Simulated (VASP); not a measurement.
# MoS2 (P6_3/mmc) in VASP: a series of runs, part 2 of 2

VASP 6.6.1.

## (3) Single point, PBE+U, collinear spin, zero start

Contents of INCAR:

```
SYSTEM = MoS2
PREC = Accurate
ENCUT = 520
EDIFF = 1E-7
ISMEAR = 0
SIGMA = 0.05
LREAL = .False.
LASPH = .True.
NELM = 150
ALGO = Normal
ISIF = 2
LWAVE = .False.
LCHARG = .True.
ISPIN = 2
MAGMOM = 0 0 0 0 0 0
LORBIT = 11
NUPDOWN = 0.0
LMAXMIX = 4
LDAU = .True.
LDAUTYPE = 2
LDAUL = 2 -1
LDAUU = 4.38 0
LDAUJ = 0 0
LDAUPRINT = 1
GGA = PE
LELF = .True.
LVHAR = .True.
NBANDS = 39
```

Contents of KPOINTS:

```
Automatic mesh
0
Gamma
  8 8 2
  0 0 0
```

Contents of POSCAR:

```
MoS2
1.0
    3.1689980500      0.0000000000      0.0000000000
   -1.5844990200      2.7444328200      0.0000000000
    0.0000000000      0.0000000000     12.3240000000
Mo S
2 4
Direct
    0.3333333300      0.6666666700      0.2500000000
    0.6666666700      0.3333333300      0.7500000000
    0.3333333300      0.6666666700      0.6230000000
    0.6666666700      0.3333333300      0.1230000000
    0.3333333300      0.6666666700      0.8770000000
    0.6666666700      0.3333333300      0.3770000000
```

Potentials or basis: VASP PAW PBE potentials, release 64 (Mo_sv, S).

On the command line:

```console
> cat potpaw_PBE.64/Mo_sv/POTCAR potpaw_PBE.64/S/POTCAR > POTCAR
> mpirun -np 1 vasp_std > vasp.out
```

OUTCAR:

```text
SYSTEM = MoS2
   PREC = Accurate
   ENCUT = 520
   EDIFF = 1E-7
   ISMEAR = 0
   LREAL = .False.
   LASPH = .True.
   NELM = 150
   ISIF = 2
   ISPIN = 2
   LORBIT = 11
   NUPDOWN = 0.0
   GGA = PE

 ion  position               nearest neighbor table
   1  0.333  0.667  0.250-   4 2.41   6 2.41   4 2.41   6 2.41   4 2.41   6 2.41
   2  0.667  0.333  0.750-   3 2.41   5 2.41   3 2.41   5 2.41   3 2.41   5 2.41
   3  0.333  0.667  0.623-   2 2.41   2 2.41   2 2.41
   4  0.667  0.333  0.123-   1 2.41   1 2.41   1 2.41
   5  0.333  0.667  0.877-   2 2.41   2 2.41   2 2.41
   6  0.667  0.333  0.377-   1 2.41   1 2.41   1 2.41

  LATTYP: Found a hexagonal cell.
 ALAT       =     3.1689980500
 C/A-ratio  =     3.8889263438

  Lattice vectors:

 A1 = (   3.1689980500,   0.0000000000,   0.0000000000)
 A2 = (  -1.5844990200,   2.7444328200,   0.0000000000)
 A3 = (   0.0000000000,   0.0000000000,  12.3240000000)

Analysis of symmetry for initial positions (statically):
=====================================================================
 Subroutine PRICEL returns:
 Original cell was already a primitive cell.

 Routine SETGRP: Setting up the symmetry group for a
 hexagonal supercell.

 Subroutine GETGRP returns: Found 24 space group operations
 (whereof 12 operations were pure point group operations)
 out of a pool of 24 trial point group operations.

The static configuration has the point symmetry D_3d.
 The point group associated with its full space group is D_6h.

Analysis of symmetry for dynamics (positions and initial velocities):
=====================================================================
 Subroutine PRICEL returns:
 Original cell was already a primitive cell.

 Routine SETGRP: Setting up the symmetry group for a
 hexagonal supercell.

 Subroutine GETGRP returns: Found 24 space group operations
 (whereof 12 operations were pure point group operations)
 out of a pool of 24 trial point group operations.

The dynamic configuration has the point symmetry D_3d.
 The point group associated with its full space group is D_6h.

[... 248 lines left out ...]
      1     -54.3724      1.00000
      2     -54.3724      1.00000
      3     -28.4839      1.00000
      4     -28.4838      1.00000
      5     -28.2965      1.00000
      6     -28.2965      1.00000
[... 809 lines left out ...]
     37      15.1784      0.00000
     38      15.1784      0.00000
 Fermi energy:         7.8313901018

 spin component 2

 k-point     1 :       0.0000    0.0000    0.0000
  band No.  band energies     occupation
      1     -54.3724      1.00000
      2     -54.3724      1.00000
      3     -28.4839      1.00000
      4     -28.4838      1.00000
      5     -28.2965      1.00000
      6     -28.2965      1.00000
[... 809 lines left out ...]
     37      15.1784      0.00000
     38      15.1784      0.00000
 [bands above 38 left out]

------------------------ aborting loop because EDIFF is reached ----------------------------------------

  FORCE on cell =-STRESS in cart. coord.  units (eV):
  Direction    XX          YY          ZZ          XY          YZ          ZX
  --------------------------------------------------------------------------------------
  -------------------------------------------------------------------------------------
  Total        2.9298943      2.9298943      3.3370508      0.0000000      0.0000000     -0.0000000
  in kB       43.7961834     43.7961835     49.8823767      0.0000001      0.0000000     -0.0000000
  external PRESSURE =      45.8249145 kB  Pullay stress =       0.0000000 kB

 VOLUME and BASIS-vectors are now :
 -----------------------------------------------------------------------------
  energy-cutoff  :      520.00
  volume of cell :      107.18
      direct lattice vectors                 reciprocal lattice vectors
     3.168998050  0.000000000  0.000000000     0.315557152  0.182187006  0.000000000
    -1.584499020  2.744432820  0.000000000     0.000000000  0.364374013  0.000000000
     0.000000000  0.000000000 12.324000000     0.000000000  0.000000000  0.081142486

 POSITION                                       TOTAL-FORCE (eV/Angst)
 -----------------------------------------------------------------------------------
     -0.00000      1.82962      3.08100        -0.000000     -0.000000      0.000000
      1.58450      0.91481      9.24300         0.000000      0.000000      0.000000
     -0.00000      1.82962      7.67785        -0.000000     -0.000000     -0.225738
      1.58450      0.91481      1.51585         0.000000      0.000000     -0.225738
     -0.00000      1.82962     10.80815        -0.000000     -0.000000      0.225738
      1.58450      0.91481      4.64615        -0.000000      0.000000      0.225738
 -----------------------------------------------------------------------------------
    total drift:                               -0.000014      0.000008     -0.000000

  FREE ENERGIE OF THE ION-ELECTRON SYSTEM (eV)
  ---------------------------------------------------
  free  energy   TOTEN  =       -33.1583799172 eV

  energy  without entropy=      -33.1583799172  energy(sigma->0) =      -33.15837992

 total charge

# of ion       s       p       d       tot
------------------------------------------
    1        2.298   6.227   3.843  12.368
    2        2.298   6.227   3.843  12.368
    3        1.364   2.351   0.000   3.716
    4        1.364   2.351   0.000   3.716
    5        1.364   2.351   0.000   3.716
    6        1.364   2.351   0.000   3.716
--------------------------------------------------
tot         10.054  21.860   7.685  39.599

 magnetization (x)

# of ion       s       p       d       tot
------------------------------------------
    1        0.000   0.000   0.000   0.000
    2        0.000   0.000   0.000   0.000
    3       -0.000  -0.000   0.000  -0.000
    4       -0.000  -0.000   0.000  -0.000
    5       -0.000  -0.000   0.000  -0.000
    6       -0.000  -0.000   0.000  -0.000
--------------------------------------------------
tot         -0.000  -0.000   0.000  -0.000
```

stdout:

```text
POSCAR found type information on POSCAR MoS
 POSCAR found :  2 types and       6 ions
 scaLAPACK will be used
 LDA part: xc-table for (Slater+PW92), standard interpolation
 POSCAR, INCAR and KPOINTS ok, starting setup
 FFT: planning ... GRIDC
 FFT: planning ... GRID_SOFT
 FFT: planning ... GRID
 WAVECAR not read
 entering main loop
```

Wall time 4.2 min (1 thread of Intel Xeon 8259CL, shared host); peak memory 0.33 GiB.

What came out:

```yaml
Free_energy: -33.1584 eV
Pressure: 4.6 GPa
Largest_force: 0.226 eV/Å
Net_moment: 0.00 μB per cell
Valence_electrons_inside_the_program's_atomic_spheres: Mo 12.37; S 3.72
```

Forces in eV/Å, atoms in the order of the input:
```
Mo   0.000  0.000  0.000
Mo   0.000  0.000  0.000
S    0.000  0.000 -0.226
S    0.000  0.000 -0.226
S    0.000  0.000  0.226
S    0.000  0.000  0.226
```

Eigenvalues of the final occupation matrices:
```
    site  spin  trace               eigenvalues
site 1 d     1   1.95  0.37 0.37 0.39 0.39 0.43
site 1 d     2   1.95  0.37 0.37 0.39 0.39 0.43
site 2 d     1   1.95  0.37 0.37 0.39 0.39 0.43
site 2 d     2   1.95  0.37 0.37 0.39 0.39 0.43
```

Caveat: this functional lacks dispersion, which binds the layers, so the pressure and a relaxed spacing across them are unreliable; the total moment is fixed, so each spin has its own Fermi level.

## (4) Single point, PBE+U, collinear spin, ferromagnetic start

Contents of INCAR:

```
SYSTEM = MoS2
ALGO = Normal ; EDIFF = 1E-7
ENCUT = 520 ; GGA = PE
ISIF = 2 ; ISMEAR = 0
ISPIN = 2 ; LASPH = .True.
LCHARG = .False. ; LDAU = .True.
LDAUJ = 0 0 ; LDAUL = 2 -1
LDAUPRINT = 1 ; LDAUTYPE = 2
LDAUU = 4.38 0 ; LMAXMIX = 4
LORBIT = 11 ; LREAL = .False.
LWAVE = .False. ; MAGMOM = 2 2 0 0 0 0
NBANDS = 39 ; NELM = 150
NUPDOWN = 4.0 ; PREC = Accurate
SIGMA = 0.05
```

Contents of KPOINTS:

```
k-points
0
Gamma
  8 8 2
  0 0 0
```

POSCAR is that of step 3.

On the command line:

```console
> cat potpaw_PBE.64/Mo_sv/POTCAR potpaw_PBE.64/S/POTCAR > POTCAR
> mpirun -np 1 vasp_std > vasp.out
```

Run time: 4.4 min. Hardware: 1 thread of Intel Xeon 8259CL, shared host; peak memory 0.33 GiB.

The run converged. Its results:

- Free energy: -30.5857 eV
- Pressure: 19.2 GPa
- Largest force: 0.920 eV/Å
- Net moment: 4.00 μB per cell
- Site moments: Mo +1.92; S -0.06 μB
- Valence electrons inside the program's atomic spheres: Mo 12.45; S 3.74

Forces in eV/Å, atoms in the order of the input:
```
Mo   0.000  0.000  0.000
Mo   0.000  0.000  0.000
S    0.000  0.000 -0.920
S    0.000  0.000 -0.920
S    0.000  0.000  0.920
S    0.000  0.000  0.920
```

Stress tensor (GPa, compression positive):
```
23.23  0.00  0.00
 0.00 23.23  0.00
 0.00  0.00 11.22
```

Eigenvalues of the final occupation matrices:
```tsv
site	spin	trace	eigenvalues
site 1 d	1	2.93	0.40 0.40 0.65 0.65 0.81
site 1 d	2	1.04	0.08 0.16 0.16 0.32 0.32
site 2 d	1	2.93	0.40 0.40 0.65 0.65 0.81
site 2 d	2	1.04	0.08 0.16 0.16 0.32 0.32
```

Caveat: this functional lacks dispersion, which binds the layers, so the pressure and a relaxed spacing across them are unreliable; the total moment is fixed, so each spin has its own Fermi level. The state reached can hang on the start; a lower one may exist.

## (5) Single point, PBE+U, collinear spin, ferromagnetic start

Contents of INCAR:

```
ALGO = Normal ; EDIFF = 1E-6
ENCUT = 520 ; GGA = PE
ISIF = 2 ; ISMEAR = 0
ISPIN = 2 ; LASPH = True
LCHARG = True ; LDAU = True
LDAUJ = 0 0 ; LDAUL = 2 -1
LDAUPRINT = 1 ; LDAUTYPE = 2
LDAUU = 4.38 0 ; LELF = True
LMAXMIX = 4 ; LORBIT = 11
LREAL = False ; LVHAR = True
LWAVE = False ; MAGMOM = 1 1 0 0 0 0
NBANDS = 39 ; NELM = 150
NUPDOWN = 2.0 ; PREC = Accurate
SIGMA = 0.05
```

Contents of KPOINTS:

```
k-points
0
Gamma
  8 8 2
```

POSCAR is that of step 4.

On the command line:

```console
> cat potpaw_PBE.64/Mo_sv/POTCAR potpaw_PBE.64/S/POTCAR > POTCAR
> mpirun -np 1 vasp_std > vasp.out
```

Run time: 2 min. Hardware: 1 thread of AMD EPYC 9R45 (Zen 5), shared host; peak memory 0.29 GiB.

It converged, with:

```
Free energy                                           : -31.6862 eV
Pressure                                              : 10.7 GPa
Largest force                                         : 0.401 eV/Å
Net moment                                            : 2.00 μB per cell
Site moments                                          : Mo +1.02; S -0.04 μB
Valence electrons inside the program's atomic spheres : Mo 12.39; S 3.72
```

Forces on the atoms (eV/Å):
```
Mo   0.000  0.000  0.000
Mo   0.000  0.000  0.000
S    0.000  0.000 -0.401
S    0.000  0.000 -0.401
S    0.000  0.000  0.401
S    0.000  0.000  0.401
```

Stress tensor (GPa, compression positive):
```
13.11  0.00  0.00
 0.00 13.11  0.00
 0.00  0.00  6.02
```

Eigenvalues of the final occupation matrices:
```
    site  spin  trace               eigenvalues
site 1 d     1   2.46  0.39 0.39 0.47 0.47 0.75
site 1 d     2   1.45  0.19 0.28 0.28 0.35 0.35
site 2 d     1   2.46  0.39 0.39 0.47 0.47 0.75
site 2 d     2   1.45  0.19 0.28 0.28 0.35 0.35
```

Caveat: this functional lacks dispersion, which binds the layers, so the pressure and a relaxed spacing across them are unreliable; the total moment is fixed, so each spin has its own Fermi level. The state reached can hang on the start; a lower one may exist.

## (6) Summary

```csv
spin,fixed moment (μB),pressure (GPa),moment (μB),largest force (eV/Å)
"collinear, ferromagnetic start",-,4.6,0.00,0.23
"collinear, zero start",0.0,4.6,0.00,0.23
"collinear, ferromagnetic start",4.0,19.2,4.00,0.92
"collinear, ferromagnetic start",2.0,10.7,2.00,0.40
```

Alike in all rows: task single point; level PBE+U; potentials or basis VASP PAW PBE potentials, release 64 (Mo_sv, S); Mo d U = 4.38 eV; cell as given; k mesh 8 × 8 × 2; cutoff (eV) 520; smearing gaussian 0.05 eV.

Caveats: this functional lacks dispersion, which binds the layers, so the pressure and a relaxed spacing across them are unreliable; the total moment is fixed, so each spin has its own Fermi level (some runs).

Absolute energies hang on the potentials; compare differences alone.
